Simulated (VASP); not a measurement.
Set up this calculation in VASP 6.6.1, as the native input.

| Quantity | Value |
| --- | --- |
| Task | single point |
| Functional | PBE |
| Potentials or basis | VASP PAW PBE potentials, release 64 (Nb_sv, Sn_d, Se) |
| Cutoff | 500 eV |
| k mesh | 2 × 3 × 2 |
| Occupations | gaussian, width 0.15 eV |
| Spin | no spin polarisation |
| Dipole correction | no |
| Further INCAR settings | ALGO = Normal; EDIFF = 1e-06; NBANDS = 34 |

The structure of NbSnSe4 lies in POSCAR:

```
NbSnSe4
1.0
    6.5077779278      0.0000000000     -0.0218177016
    0.0000000000      3.7370983680      0.0000000000
   -2.2128057032      0.0000000000      6.7860683692
Nb Sn Se
1 1 4
Direct
    0.6684382683      0.5000000000      0.4982612461
    0.1621812317      0.0000000000      0.5017056809
    0.4475391383      0.0000000000      0.2566074524
    0.8829867382      0.5000000000      0.2502228223
    0.6184326504      0.0000000000      0.7424123482
    0.0538209231      0.5000000000      0.7509904402
```

These files were run (other wordings do the same):

INCAR

```
SYSTEM = NbSnSe4
ALGO = Normal
EDIFF = 1E-6
ENCUT = 500
GGA = PE
GGA_COMPAT = .FALSE.
ISIF = 2
ISMEAR = 0
LASPH = .TRUE.
LCHARG = .FALSE.
LREAL = .FALSE.
LWAVE = .FALSE.
NBANDS = 34
NELM = 120
PREC = Accurate
SIGMA = 0.15
```

KPOINTS

```
k-points
0
G
  2 3 2
  0 0 0
```

Potentials or basis: VASP PAW PBE potentials, release 64 (Nb_sv, Sn_d, Se).

The run is started by

```bash
$ cat potpaw_PBE.64/Nb_sv/POTCAR potpaw_PBE.64/Sn_d/POTCAR potpaw_PBE.64/Se/POTCAR > POTCAR
$ mpirun -np 1 vasp_std > vasp.out
```

It gave:

```
Pressure      : 0.2 GPa
Largest force : 0.104 eV/Å
```

Caveat: the k points lie up to 0.56 Å⁻¹ apart; this functional lacks dispersion, which binds the layers, so the pressure and a relaxed spacing across them are unreliable.

It took 52 s on 1 thread of Intel Xeon 6975P-C, on a shared host, peak memory 0.26 GiB.
